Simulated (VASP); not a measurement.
A run of VASP 6.6.1 is set up as follows.

File INCAR:

```
SYSTEM = Zr3ZnN2
PREC = Accurate
ENCUT = 520
EDIFF = 1E-6
ISMEAR = 0
SIGMA = 0.1
LREAL = .False.
LASPH = .True.
NELM = 100
ALGO = Normal
ISIF = 2
LWAVE = .False.
LCHARG = .False.
GGA = PE
NBANDS = 38
```

KPOINTS

```
regular mesh
0
Gamma
  6 6 12
  0 0 0
```

File POSCAR:

```
Zr3ZnN2
1.0
    5.9702830155      0.0000000000      0.0000000000
   -2.9851415077      5.1704167592      0.0000000000
    0.0000000000      0.0000000000      3.0937537531
Zr Zn N
3 1 2
Direct
    0.5000000000      0.0000000000      0.0000000000
    0.0000000000      0.5000000000      0.0000000000
    0.5000000000      0.5000000000      0.0000000000
    0.0000000000      0.0000000000      0.0000000000
    0.3333333333      0.6666666667      0.5000000000
    0.6666666667      0.3333333333      0.5000000000
```

Potentials or basis: VASP PAW PBE potentials, release 64 (Zr_sv, Zn, N).

Launch:

```bash
$ cat potpaw_PBE.64/Zr_sv/POTCAR potpaw_PBE.64/Zn/POTCAR potpaw_PBE.64/N/POTCAR > POTCAR
$ mpirun -np 1 vasp_std > vasp.out
```

(1) Predict the pressure.

(2) Estimate the band gap on the k mesh.

## Answers

(1) 0.2 GPa.

(2) zero (bands 29 and 30 overlap by 1.34 eV).
